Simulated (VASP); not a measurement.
Wanted: the native input for a VASP 6.6.1 run.

```
Task                   : relaxation of cell and atoms
Functional             : PBEsol
Potentials or basis    : VASP PAW PBE potentials, release 64 (Zn, H)
Cutoff                 : 600 eV
k mesh                 : 10 × 10 × 10
Occupations            : fermi-dirac, width 0.05 eV
Spin                   : no spin polarisation
Target pressure        : 30 GPa
Dipole correction      : no
Further INCAR settings : ALGO = Normal; EDIFF = 1e-06; IBRION = 2; EDIFFG = -0.01; NSW = 60; ISIF = 3
```

The structure of ZnH lies in POSCAR:

```
ZnH
1.0
    0.0000000000      2.2159400000      2.2159400000
    2.2159400000      0.0000000000      2.2159400000
    2.2159400000      2.2159400000      0.0000000000
Zn H
1 1
Direct
    0.0000000000      0.0000000000      0.0000000000
    0.2500000000      0.2500000000      0.2500000000
```

One way to write it, as run:

INCAR

```
PREC = Accurate ; ENCUT = 600
EDIFF = 1E-6 ; ISMEAR = -1
SIGMA = 0.05 ; LREAL = False
LASPH = True ; NELM = 100
ALGO = Normal ; ISIF = 3
LWAVE = False ; LCHARG = False
GGA = PS ; IBRION = 2
NSW = 60 ; EDIFFG = -0.01
PSTRESS = 300.0
```

KPOINTS

```
regular mesh
0
Gamma
  10 10 10
```

Potentials or basis: VASP PAW PBE potentials, release 64 (Zn, H).

The run is started by

```sh
$ cat potpaw_PBE.64/Zn/POTCAR potpaw_PBE.64/H/POTCAR > POTCAR
$ mpirun -np 1 vasp_std > vasp.out
```

Results of the run:

The relaxed volume is 7.82 Å³/atom and the relaxed cell is a = 2.807 Å, b = 2.807 Å, c = 2.807 Å, α = 60.00°, β = 60.00°, γ = 60.00°. The space group after relaxing (to 0.1 Å) is F-43m (No. 216). The energy change on relaxing (the run minimises the enthalpy) is +168.0 meV/atom and the ionic steps are 3. The pressure after relaxing is 30.2 GPa and the band gap on the k mesh is zero (an odd number of electrons rules out a gap without spin polarisation).

Caveat: the cell is relaxed towards a set pressure, so the run minimises the enthalpy, not the energy; the volume moved by over 15 % at a fixed basis, so the end points are rough; the PAW data sets were made with another functional, which shifts forces and pressure a little.

It took 15 s on 1 thread of Intel(R) Xeon(R) 6975P-C (Granite Rapids), on a shared host, peak memory 0.16 GiB.
